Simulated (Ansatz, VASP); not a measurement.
NbAl2C2 in VASP and in Ansatz

```
Al Nb C
1.0
     4.39700    0.00000    0.00000
    -2.19850    3.80791    0.00000
     0.00000    0.00000    5.40032
Al Nb C
2 1 2
Cartesian
  0.0000 2.5386 0.0000
  2.1985 1.2693 0.0000
  0.0000 0.0000 2.7002
  0.0000 0.0000 4.7212
  0.0000 0.0000 0.6791
```

Alike in both runs: functional PBE; k mesh 6 × 6 × 4; occupations gaussian, width 0.1 eV; no spin polarisation.

Ansatz relaxed the structure, and its values are those at the end. VASP's run is a single point on that final structure, the one shown.

```csv
,VASP,Ansatz
version,VASP 6.6.1,Ansatz 0.2.0
potentials or method,"VASP PAW PBE potentials, release 64 (Al, Nb_sv, C), cutoff 520 eV","scalar-relativistic, plane waves, PAW"
valence electrons in the cell,27,27
```

```tsv
	VASP	Ansatz	Ansatz less VASP
gap on the k mesh at the Fermi level (eV)	none	none	-
pressure (GPa)	-0.1	0.0	+0.09
rms of the force components (eV/Å)	0.033	0.001	-0.0315
```

A gap of «none» marks a metal or a gap that the smearing closes.
